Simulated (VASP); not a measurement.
Fe:

```
CELL_PARAMETERS angstrom
-1.44300 1.44300 1.44300
1.44300 -1.44300 1.44300
1.44300 1.44300 -1.44300
ATOMIC_POSITIONS crystal
Fe 0.00000 0.00000 0.00000
```

Base run:

```yaml
Program: VASP 6.6.1
Functional: PBE
Potentials_or_basis: VASP PAW PBE potentials, release 64 (Fe_sv)
Cutoff: 690 eV
k_mesh: 13 × 13 × 13
Occupations: gaussian, width 0.017 eV
Spin: collinear spin, ferromagnetic start
Starting_moments: "[3.0] μB"
```

Its results: pressure -11.0 GPa; net moment 2.25 μB per cell; site moments Fe +2.27 μB.

**Question.** The run is repeated on the same cell with these changes: functional from PBE to b88 exchange, pbe correlation; occupations from gaussian, width 0.017 eV to fermi-dirac, width 0.05 eV. What comes out?

**Answer.** Pressure -11.4 GPa; net moment 2.24 μB per cell; site moments Fe +2.25 μB.

Caveats: the cell stands under tension; the PAW data sets were made with another functional, which shifts forces and pressure a little (at least some runs).
